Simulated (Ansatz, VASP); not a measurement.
Ta4O: VASP beside Ansatz

Contents of INCAR:

```
PREC     = Accurate       # precision mode
ENCUT    = 520            # plane-wave cutoff, eV
EDIFF    = 1E-6           # SCF threshold, eV
ISMEAR   = 0              # smearing method
SIGMA    = 0.1            # smearing width, eV
LREAL    = False          # projectors in reciprocal space
LASPH    = True           # aspherical terms in the spheres
NELM     = 80             # most SCF steps
ALGO     = Normal         # electronic algorithm
ISIF     = 2              # what is computed and relaxed
LWAVE    = False          # write WAVECAR
LCHARG   = True           # write CHGCAR
GGA      = PS             # functional
LELF     = True           # ELF
LVHAR    = True         
NBANDS   = 33             # bands
```

KPOINTS

```
Automatic mesh
0
Gamma
  4 4 1
```

File POSCAR:

```
Ta4O
1.0
    3.2574970000      0.0000000000      0.0000000000
    0.0000000000      3.2574970000      0.0000000000
    0.0000000000      0.0000000000      7.4093410000
Ta O
4 1
Direct
    0.0000000000      0.0000000000      0.5000000000
    0.5000000000      0.5000000000      0.7831580000
    0.5000000000      0.5000000000      0.2168420000
    0.0000000000      0.0000000000      0.0000000000
    0.5000000000      0.5000000000      0.5000000000
```

Input for Ansatz:

```yaml
crystal:
  lattice:
    - [3.257497, 0.0, 0.0]
    - [0.0, 3.257497, 0.0]
    - [0.0, 0.0, 7.409341]
  atoms:
    - { symbol: Ta, position: [0.0, 0.0, 0.5] }
    - { symbol: Ta, position: [0.5, 0.5, 0.783158] }
    - { symbol: Ta, position: [0.5, 0.5, 0.216842] }
    - { symbol: Ta, position: [0.0, 0.0, 0.0] }
    - { symbol: O, position: [0.5, 0.5, 0.5] }
basis:
  ecutwfc: 420
kpoints:
  mp_grid: { grid: [4, 4, 1] }
hamiltonian:
  xc: pbesol
scf:
  occupations: { method: gaussian, width: 0.1 }
output:
  forces: true
  stress: true
  eigenvalues: true
```

Alike in both runs: task single point; functional PBEsol; k mesh 4 × 4 × 1; occupations gaussian, width 0.1 eV; no spin polarisation.

|  | VASP | Ansatz |
| --- | --- | --- |
| version | VASP 6.6.1 | Ansatz 0.2.0 |
| potentials or method | VASP PAW PBE potentials, release 64 (Ta_pv, O), cutoff 520 eV | scalar-relativistic, plane waves, PAW |
| valence electrons in the cell | 50 | 58 |

|  | VASP | Ansatz | Ansatz less VASP |
| --- | --- | --- | --- |
| gap on the k mesh at the Fermi level (eV) | none | none | - |
| pressure (GPa) | -6.2 | -6.5 | -0.28 |
| traceless stress, the component that is largest in VASP (GPa) | 5.87 | 5.72 | -0.153 |
| rms of the force components (eV/Å) | 0.163 | 0.177 | +0.0145 |

VASP's potentials were made for PBE, not for PBEsol. Atom by atom the forces differ by 0.014 eV/Å (rms over components). A gap of «none» marks a metal or a gap that the smearing closes. The functional is the same, so the differences come from potentials, cutoffs and numerics. VASP's potentials hold 50 valence electrons a cell and Ansatz's 58, so a difference there can come from the potentials and not from the codes.

The k mesh is coarse, so the values compare programs but aren't converged. Neither program's run includes spin-orbit coupling.
